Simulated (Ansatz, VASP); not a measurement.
# C: VASP beside Ansatz

```xyz
16
Lattice="-4.2691 -0.2326 0.0843 0.0996 -0.0522 -5.2913 1.8451 -4.0448 2.5581" Properties=species:S:1:pos:R:3 pbc="T T T"
C     1.2511   -2.7699   -2.6981
C     1.2014   -2.7439   -0.0524
C    -3.5756   -1.5597    0.0490
C    -3.5258   -1.5857   -2.5966
C    -1.4367   -2.8821   -2.6513
C    -1.4865   -2.8560   -0.0057
C    -0.8379   -1.4737   -2.6432
C    -0.8877   -1.4475    0.0024
C    -2.9599   -0.9145   -1.2807
C    -2.9101   -0.9405   -3.9263
C     0.5858   -3.3891    1.2773
C     0.6355   -3.4151   -1.3683
C    -1.3885   -0.8581   -1.3075
C    -1.3387   -0.8842   -3.9531
C    -0.9856   -3.4454    1.3041
C    -0.9359   -3.4715   -1.3415
```

Change from the starting cell: all atoms moved at random, sigma 0.25 Å a component, cell strained at random, sigma 0.06; relaxed back.

Alike in both runs: functional LDA; k mesh 6 × 6 × 6; occupations gaussian, width 0.05 eV; no spin polarisation.

Ansatz relaxed the structure, and its values are those at the end. VASP's run is a single point on that final structure, the one shown.

|  | VASP | Ansatz |
| --- | --- | --- |
| version | VASP 6.6.1 | Ansatz 0.2.0 |
| potentials or method | VASP PAW LDA potentials, release 64 (C), cutoff 520 eV | scalar-relativistic, plane waves, PAW |
| valence electrons in the cell | 64 | 64 |

Ansatz gave:

- gap on the k mesh at the Fermi level (eV): 1.36
- least direct gap on the mesh (eV): 2.17
- pressure (GPa): -16.0
- rms of the force components (eV/Å): 0.001

Task: What did VASP give for the same quantities?

Result: gap on the k mesh at the Fermi level (eV): 1.35; least direct gap on the mesh (eV): 2.17; pressure (GPa): -14.7; rms of the force components (eV/Å): 0.018.

LDA's correlation is that of Perdew and Zunger in VASP and of Perdew and Wang (1992) in Ansatz. Ansatz's warnings: stress scf threshold loose.
